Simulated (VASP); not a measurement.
HfZn, 4 atoms in the cell. The structure is cubic, space group Pm-3m (No. 221). Conventional cell: a = 3.275 Å, b = 3.275 Å, c = 3.275 Å, α = 90.00°, β = 90.00°, γ = 90.00°. Within 3.7 Å of Hf (site symmetry m-3m) lie 8 Zn at 2.84 Å and 6 Hf at 3.28 Å. Within 3.7 Å of Zn (site symmetry m-3m) lie 8 Hf at 2.84 Å and 6 Zn at 3.28 Å. 

```yaml
Program: VASP 6.6.1
Task: single point
Functional: LDA
Potentials_or_basis: VASP PAW LDA potentials, release 64 (Hf_pv, Zn)
Cutoff: 500 eV
k_mesh: 3 × 6 × 6
Occupations: fermi-dirac, width 0.1 eV
Spin: no spin polarisation
Dipole_correction: no
Further_INCAR_settings: ALGO = Normal; EDIFF = 1e-06; NBANDS = 30
```

Potentials or basis: VASP PAW LDA potentials, release 64 (Hf_pv, Zn).

Run with:

```console
$ cat potpaw_LDA.64/Hf_pv/POTCAR potpaw_LDA.64/Zn/POTCAR > POTCAR
$ mpirun -np 1 vasp_std > vasp.out
```

Hardware: 1 thread of Intel(R) Xeon(R) Platinum 8488C (Sapphire Rapids), with other jobs on the host.

Task: How long does it take, and how much memory?

Result: Wall time 24 s on 1 thread of Intel(R) Xeon(R) Platinum 8488C (Sapphire Rapids), on a shared host, peak memory 0.17 GiB. Counts: scf iterations 13, k points 20.
